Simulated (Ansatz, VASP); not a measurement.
# Sn3TeO2: VASP beside Ansatz

File INCAR:

```
SYSTEM = Sn3TeO2
PREC = Accurate ; ENCUT = 600
EDIFF = 1E-6 ; ISMEAR = 0
SIGMA = 0.1 ; LREAL = .False.
LASPH = .True. ; NELM = 60
ALGO = Normal ; ISIF = 3
LWAVE = .False. ; LCHARG = .False.
GGA = PE ; IBRION = 2
NSW = 90 ; EDIFFG = -0.04
```

Contents of KPOINTS:

```
Automatic mesh
0
Gamma
  6 6 2
  0 0 0
```

The input POSCAR:

```
Sn3TeO2
1.0
    3.5040037900      0.0000000000      0.0000000000
    0.0000000000      3.5040037900      0.0000000000
    0.0000000000      0.0000000000     10.4759489900
Sn Te O
3 1 2
Direct
    0.5000000000      0.5000000000      0.1837450000
    0.5000000000      0.5000000000      0.5000000000
    0.5000000000      0.5000000000      0.8162550000
    0.0000000000      0.0000000000      0.0000000000
    0.0000000000      0.0000000000      0.3342649900
    0.0000000000      0.0000000000      0.6657350100
```

Input for Ansatz:

```yaml
crystal:
  lattice:
    - [3.50400379, 0.0, 0.0]
    - [0.0, 3.50400379, 0.0]
    - [0.0, 0.0, 10.47594899]
  atoms:
    - { symbol: Sn, position: [0.5, 0.5, 0.183745] }
    - { symbol: Sn, position: [0.5, 0.5, 0.5] }
    - { symbol: Sn, position: [0.5, 0.5, 0.816255] }
    - { symbol: Te, position: [0.0, 0.0, 0.0] }
    - { symbol: O, position: [0.0, 0.0, 0.33426499] }
    - { symbol: O, position: [0.0, 0.0, 0.66573501] }
basis:
  ecutwfc: 420
kpoints:
  mp_grid: { grid: [6, 6, 2] }
hamiltonian:
  xc: pbe
scf:
  occupations: { method: gaussian, width: 0.1 }
  lower_state_search: "off"
output:
  forces: true
  stress: true
  eigenvalues: true
relax:
  adjacent_minimum: "off"
  f_tol: 0.04
  max_steps: 70
  cell: { stress_tol: 0.4 }
```

Change from the starting cell: species swapped into the Al3Ni2Pt type (P4/mmm, No. 123).

Alike in both runs: task relaxation of cell and atoms; functional PBE; k mesh 6 × 6 × 2; occupations gaussian, width 0.1 eV; no spin polarisation.

|  | VASP | Ansatz |
| --- | --- | --- |
| version | VASP 6.6.1 | Ansatz 0.2.0 |
| potentials or method | VASP PAW PBE potentials, release 64 (Sn_d, Te, O), cutoff 600 eV | scalar-relativistic, plane waves, PAW |
| valence electrons in the cell | 60 | 70 |

Ansatz gave:

```
gap on the k mesh at the Fermi level, each at its own relaxed structure (eV) : none
relaxed volume (Å³/atom)                                                     : 19.81
relaxed cell length with the largest relative difference (Å)                 : 11.214
```

Problem. Which values does VASP return?

Solution. gap on the k mesh at the Fermi level, each at its own relaxed structure (eV): none; relaxed volume (Å³/atom): 21.84; relaxed cell length with the largest relative difference (Å): 13.341.

A gap of «none» marks a metal or a gap that the smearing closes. One of these differences is far larger than is usual between the two programs; its cause wasn't traced. VASP's potentials hold 60 valence electrons a cell and Ansatz's 70, so a difference there can come from the potentials and not from the codes.

Neither program's run includes spin-orbit coupling.
